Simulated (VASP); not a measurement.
# Re (P6_3/mmc) in VASP: a series of runs

The runs below take Re through single point, relaxation of cell and atoms, with LDA.

Everything below comes from runs of VASP 6.6.1. Logs are shortened: lines on timing, memory, paths and dates and some standing lists are left out, and cuts for length are marked.

### 1 The cell of the first run

Symmetry: P6_3/mmc, No. 194, hexagonal system. The conventional cell has a = 2.738 Å, b = 2.738 Å, c = 4.415 Å, α = 90.00°, β = 90.00°, γ = 120.00°. Within 3.6 Å of Re (site symmetry -6m2) lie 12 Re at 2.72 to 2.74 Å.

### 2 Single point, LDA

The input, INCAR:

```
SYSTEM = Re
ALGO     = Normal         ! electronic algorithm
EDIFF    = 1E-7           ! SCF threshold, eV
ENCUT    = 520            ! plane-wave cutoff, eV
ISIF     = 2              ! what is computed and relaxed
ISMEAR   = -1             ! smearing method
LASPH    = .TRUE.         ! aspherical terms in the spheres
LCHARG   = .FALSE.        ! write CHGCAR
LREAL    = .FALSE.        ! projectors in reciprocal space
LWAVE    = .FALSE.        ! write WAVECAR
NBANDS   = 14             ! bands
NELM     = 100            ! most SCF steps
PREC     = Accurate       ! precision mode
SIGMA    = 0.05           ! smearing width, eV
```

The input, KPOINTS:

```
k-points
0
G
  17 17 9
  0 0 0
```

The input, POSCAR:

```
Re
1.0
    2.7383010993      0.0000000000      0.0000000000
   -1.3691505496      2.3714383152      0.0000000000
    0.0000000000      0.0000000000      4.4145832978
Re
2
Direct
    0.3333333333      0.6666666667      0.2500000000
    0.6666666667      0.3333333333      0.7500000000
```

Potentials or basis: VASP PAW LDA potentials, release 64 (Re).

Launch:

```bash
$ cat potpaw_LDA.64/Re/POTCAR > POTCAR
$ mpirun -np 1 vasp_std > vasp.out
```

OUTCAR:

```text
SYSTEM = Re
   EDIFF = 1E-7
   ENCUT = 520
   ISIF = 2
   ISMEAR = -1
   LASPH = .TRUE.
   LREAL = .FALSE.
   NELM = 100
   PREC = Accurate

 ion  position               nearest neighbor table
   1  0.333  0.667  0.250-   2 2.72   2 2.72   2 2.72   2 2.72   2 2.72   2 2.72
   2  0.667  0.333  0.750-   1 2.72   1 2.72   1 2.72   1 2.72   1 2.72   1 2.72

  LATTYP: Found a hexagonal cell.
 ALAT       =     2.7383010993
 C/A-ratio  =     1.6121613868

  Lattice vectors:

 A1 = (   2.7383010993,   0.0000000000,   0.0000000000)
 A2 = (  -1.3691505496,   2.3714383152,   0.0000000000)
 A3 = (   0.0000000000,   0.0000000000,   4.4145832978)

Analysis of symmetry for initial positions (statically):
=====================================================================
 Subroutine PRICEL returns:
 Original cell was already a primitive cell.

 Routine SETGRP: Setting up the symmetry group for a
 hexagonal supercell.

 Subroutine GETGRP returns: Found 24 space group operations
 (whereof 12 operations were pure point group operations)
 out of a pool of 24 trial point group operations.

The static configuration has the point symmetry D_3d.
 The point group associated with its full space group is D_6h.

Analysis of symmetry for dynamics (positions and initial velocities):
=====================================================================
 Subroutine PRICEL returns:
 Original cell was already a primitive cell.

 Routine SETGRP: Setting up the symmetry group for a
 hexagonal supercell.

 Subroutine GETGRP returns: Found 24 space group operations
 (whereof 12 operations were pure point group operations)
 out of a pool of 24 trial point group operations.

The dynamic configuration has the point symmetry D_3d.
 The point group associated with its full space group is D_6h.

 Subroutine INISYM returns: Found 24 space group operations
 (whereof 12 operations are pure point group operations),
 and found     1 'primitive' translations

----------------------------------------------------------------------------------------

                                     Primitive cell

  volume of cell :      28.6670

  direct lattice vectors                    reciprocal lattice vectors
     2.738301099  0.000000000  0.000000000     0.365189935  0.210842507  0.000000000
    -1.369150550  2.371438315  0.000000000     0.000000000  0.421685014  0.000000000
     0.000000000  0.000000000  4.414583298     0.000000000  0.000000000  0.226521946

  length of vectors
     2.738301099  2.738301099  4.414583298     0.421685014  0.421685014  0.226521946

  position of ions in fractional coordinates (direct lattice)
     0.333333333  0.666666667  0.250000000
     0.666666667  0.333333333  0.750000000

  ion indices of the primitive-cell ions
   primitive index   ion index
                 1           1
                 2           2

----------------------------------------------------------------------------------------

 KPOINTS: k-points

Automatic generation of k-mesh.
 Grid dimensions read from file:
 generate k-points for:   17   17    9

 Generating k-lattice:

  Cartesian coordinates                     Fractional coordinates (reciprocal lattice)
     0.021481761  0.012402500  0.000000000     0.058823529 -0.000000000  0.000000000
     0.000000000  0.024805001  0.000000000     0.000000000  0.058823529  0.000000000
     0.000000000  0.000000000  0.025169105     0.000000000  0.000000000  0.111111111

  Length of vectors
     0.024805001  0.024805001  0.025169105

  Shift w.r.t. Gamma in fractional coordinates (k-lattice)
     0.000000000  0.000000000  0.000000000

 Subroutine IBZKPT returns following result:
 ===========================================

 Found    165 irreducible k-points:

 Following reciprocal coordinates:
            Coordinates               Weight
  0.000000  0.000000  0.000000      1.000000
  0.058824  0.000000  0.000000      6.000000
  0.117647  0.000000  0.000000      6.000000
  0.176471  0.000000  0.000000      6.000000
  0.235294  0.000000  0.000000      6.000000
  0.294118 -0.000000  0.000000      6.000000
[... 16 lines left out ...]
  0.411765  0.117647  0.000000     12.000000
  0.176471  0.176471  0.000000      6.000000
 [... further k-points ...]
   k-points           NKPTS =    165   k-points in BZ     NKDIM =    165   number of bands    NBANDS=     14
   number of dos      NEDOS =    301   number of ions     NIONS =      2
   total plane-waves  NPLWV =  14400
   dimension x,y,z NGX =    20 NGY =   20 NGZ =   36
   dimension x,y,z NGXF=    40 NGYF=   40 NGZF=   72
   ions per type =               2
   NGX,Y,Z   is equivalent  to a cutoff of  12.14, 12.14, 13.56 a.u.
   NGXF,Y,Z  is equivalent  to a cutoff of  24.28, 24.28, 27.11 a.u.
 SYSTEM =  Re
   PREC   = accura    normal or accurate (medium, high low for compatibility)
   ISTART =      0    job   : 0-new  1-cont  2-samecut
   ICHARG =      2    charge: 1-file 2-atom 10-const
   ISPIN  =      1    spin polarized calculation?
   LNONCOLLINEAR =      F non collinear calculations
   LSORBIT =      F    spin-orbit coupling
   LASPH  =      T    aspherical Exc in radial PAW
   ENCUT  =  520.0 eV  38.22 Ry    6.18 a.u.   5.09  5.09  8.21*2*pi/ulx,y,z
   NELM   =    100;   NELMIN=  2; NELMDL= -5     # of ELM steps
   EDIFF  = 0.1E-06   stopping-criterion for ELM
   LREAL  =      F    real-space projection
   EDIFFG = 0.1E-05   stopping-criterion for IOM
   NSW    =      0    number of steps for IOM
   IBRION =     -1    ionic relax: 0-MD 1-quasi-New 2-CG
   NFREE  =      0    steps in history (QN), initial steepest desc. (CG)
   ISIF   =      2    stress and relaxation
   ISYM   =      2    0-nonsym 1-usesym 2-fastsym
   POTIM  = 0.5000    time-step for ionic-motion
   TEBEG  =    0.0;   TEEND  =   0.0 temperature during run
   PSTRESS=    0.0 pullay stress
   NELECT =      14.0000    total number of electrons
   NUPDOWN=      -1.0000    fix difference up-down
   EMIN   =  10.00;   EMAX   =-10.00  energy-range for DOS
   EFERMI =   0.00;   METHOD = LEGACY
   ISMEAR =    -1;   SIGMA  =   0.05  broadening in eV -4-tet -1-fermi 0-gaus
   EFERMI_NEDOS =   21; number of points for ismear=-14 and -15
   IALGO  =     38    algorithm
   IMIX   =      4    mixing-type and parameters
     AMIX     =   0.40;   BMIX     =  1.00
     AMIX_MAG =   1.60;   BMIX_MAG =  1.00
  volume/ion in A,a.u.               =      14.33        96.73
  Fermi-wavevector in a.u.,A,eV,Ry     =   1.289209  2.436251 22.613690  1.662059
  Thomas-Fermi vector in A             =   2.421116
   LORBIT       =      0    0 simple, 1 ext, 2 COOP (PROOUT), +10 PAW based schemes
   GGA     = CA    functional components
   LHFCALC =     F    Hartree Fock is set to
   AEXX    =    0.0000 exact exchange contribution
   IVDW    =     0    specifies the selected vdW correction
   LEPSILON=     F    determine dielectric tensor
   LRPA    =     F    only Hartree local field effects (RPA)
 non-spin polarized calculation
  energy-cutoff  :      520.00
  volume of cell :       28.67
 maximum number of plane-waves:       786
   NGX = 11   NGY = 11   NGZ = 17

 number of electron      14.0000001 magnetization

 Free energy of the ion-electron system (eV)
  ---------------------------------------------------
  ext. energy  EPLUGINS =         0.00000000
  ---------------------------------------------------
  free energy    TOTEN  =       -27.53644693 eV

  energy without entropy =      -27.52457559  energy(sigma->0) =      -27.53051126

 E-fermi :   8.1848     XC(G=0): -13.9834

 val. band max:        8.1835999163   @ k =   0.4706   0.0588   0.3333
 cond. band min:       8.1870250276   @ k =   0.3529   0.1765   0.3333
 fundamental gap:      0.0034251113
 Fermi energy:         8.1847617535

 k-point     1 :       0.0000    0.0000    0.0000
  band No.  band energies     occupation
      1      -1.7913      2.00000
      2       1.3802      2.00000
      3       6.5032      2.00000
      4       6.5032      2.00000
      5       6.5311      2.00000
      6       7.3804      2.00000
      7       7.3804      2.00000
      8       8.3279      0.10796
      9       8.3279      0.10796
     10       9.0046      0.00000
     11      11.6496      0.00000
     12      11.6496      0.00000
     13      18.5841      0.00000
     14      22.4191      0.00000

 k-point     2 :       0.0588    0.0000    0.0000
  band No.  band energies     occupation
      1      -1.6444      2.00000
      2       1.5184      2.00000
      3       6.1075      2.00000
      4       6.6381      2.00000
      5       6.8782      2.00000
      6       7.2753      2.00000
      7       7.5081      2.00000
      8       8.0653      1.83188
      9       8.2122      0.73239
     10       8.5719      0.00087
     11      11.7303      0.00000
     12      12.3518      0.00000
     13      18.5831      0.00000
     14      22.7501      0.00000

 k-point     3 :       0.1176    0.0000    0.0000
  band No.  band energies     occupation
      1      -1.2187      2.00000
      2       1.9023      2.00000
      3       5.6341      2.00000
      4       6.9455      2.00000
      5       7.0374      2.00000
      6       7.0829      2.00000
      7       7.3291      2.00000
      8       7.8850      1.99503
      9       7.9127      1.99138
     10       8.2317      0.56251
     11      11.9277      0.00000
     12      13.7106      0.00000
     13      18.5371      0.00000
     14      23.6589      0.00000

 k-point     4 :       0.1765    0.0000    0.0000
  band No.  band energies     occupation
      1      -0.5613      2.00000
      2       2.4126      2.00000
      3       5.2007      2.00000
      4       5.9741      2.00000
      5       6.5980      2.00000
      6       7.5219      2.00000
      7       7.6848      1.99991
      8       7.8588      1.99705
      9       7.9306      1.98767
     10       8.4916      0.00432
     11      12.1595      0.00000
     12      15.2224      0.00000
     13      18.3789      0.00000
     14      24.7249      0.00000

 k-point     5 :       0.2353    0.0000    0.0000
  band No.  band energies     occupation
      1       0.2392      2.00000
      2       2.7668      2.00000
      3       4.9654      2.00000
      4       5.0431      2.00000
      5       6.3482      2.00000
      6       7.1172      2.00000
      7       7.6145      1.99998
      8       8.5493      0.00136
      9       8.5826      0.00070
     10       9.2922      0.00000
     11      12.3674      0.00000
[... 276 lines left out ...]
 k-point    22 :       0.3529    0.1176    0.0000
  band No.  band energies     occupation
      1       2.4493      2.00000
      2       2.6671      2.00000
      3       3.0085      2.00000
      4       5.6123      2.00000
      5       5.9725      2.00000
      6       6.8989      2.00000
      7       7.3707      2.00000
      8      10.8829      0.00000
      9      11.8720      0.00000
     10      12.3977      0.00000
     11      13.5138      0.00000
     12      17.7832      0.00000
     13      18.4579      0.00000
     14      20.2070      0.00000

 k-point    23 :       0.4118    0.1176    0.0000
  band No.  band energies     occupation
      1       2.4735      2.00000
      2       2.6353      2.00000
      3       2.7986      2.00000
      4       5.9654      2.00000
      5       6.0173      2.00000
      6       6.7081      2.00000
      7       7.6384      1.99996
      8      11.7857      0.00000
      9      12.2020      0.00000
     10      12.4115      0.00000
     11      14.5112      0.00000
     12      16.2652      0.00000
     13      18.9485      0.00000
     14      19.3503      0.00000

 k-point    24 :       0.1765    0.1765    0.0000
  band No.  band energies     occupation
      1       1.4269      2.00000
      2       3.6353      2.00000
      3       4.1320      2.00000
      4       4.1680      2.00000
      5       6.1053      2.00000
      6       6.4214      2.00000
      7       7.6876      1.99990
      8       8.6850      0.00009
      9      10.1541      0.00000
     10      11.1519      0.00000
     11      12.2089      0.00000
     12      17.9188      0.00000
     13      18.8372      0.00000
     14      22.5062      0.00000

 [... further k-points ...]
[... 5 lines left out ...]
  --------------------------------------------------------------------------------------
  -------------------------------------------------------------------------------------
  Total        0.2857026      0.2857026      0.2505727      0.0000000      0.0000000     -0.0000000
  in kB       15.9676893     15.9676893     14.0043038      0.0000000      0.0000000     -0.0000000
  external PRESSURE =      15.3132275 kB  Pullay stress =       0.0000000 kB

 VOLUME and BASIS-vectors are now :
 -----------------------------------------------------------------------------
  energy-cutoff  :      520.00
  volume of cell :       28.67
      direct lattice vectors                 reciprocal lattice vectors
     2.738301099  0.000000000  0.000000000     0.365189935  0.210842507  0.000000000
    -1.369150550  2.371438315  0.000000000     0.000000000  0.421685014  0.000000000
     0.000000000  0.000000000  4.414583298     0.000000000  0.000000000  0.226521946

 POSITION                                       TOTAL-FORCE (eV/Angst)
 -----------------------------------------------------------------------------------
     -0.00000      1.58096      1.10365         0.000000     -0.000000      0.000000
      1.36915      0.79048      3.31094        -0.000000      0.000000      0.000000
 -----------------------------------------------------------------------------------
    total drift:                               -0.000000      0.000000     -0.000000

  FREE ENERGIE OF THE ION-ELECTRON SYSTEM (eV)
  ---------------------------------------------------
  free  energy   TOTEN  =       -27.5364469339 eV

  energy  without entropy=      -27.5245755866  energy(sigma->0) =      -27.53051126
```

It took 22 s on 1 thread of Intel Xeon 6975P-C (Granite Rapids), shared host; peak memory 0.17 GiB.

Results:

```yaml
Free_energy: -27.5364 eV
Pressure: 1.5 GPa
Band_gap_on_the_k_mesh: zero (band 7 reaches 9.87 eV, above the bottom of band 8 at 6.47 eV)
```

Stress tensor (GPa, compression positive):
```
1.60 0.00 0.00
0.00 1.60 0.00
0.00 0.00 1.40
```

Caveat: spin-orbit coupling is left out, which moves the levels of the heavy elements.

[end of part 1 of 2]
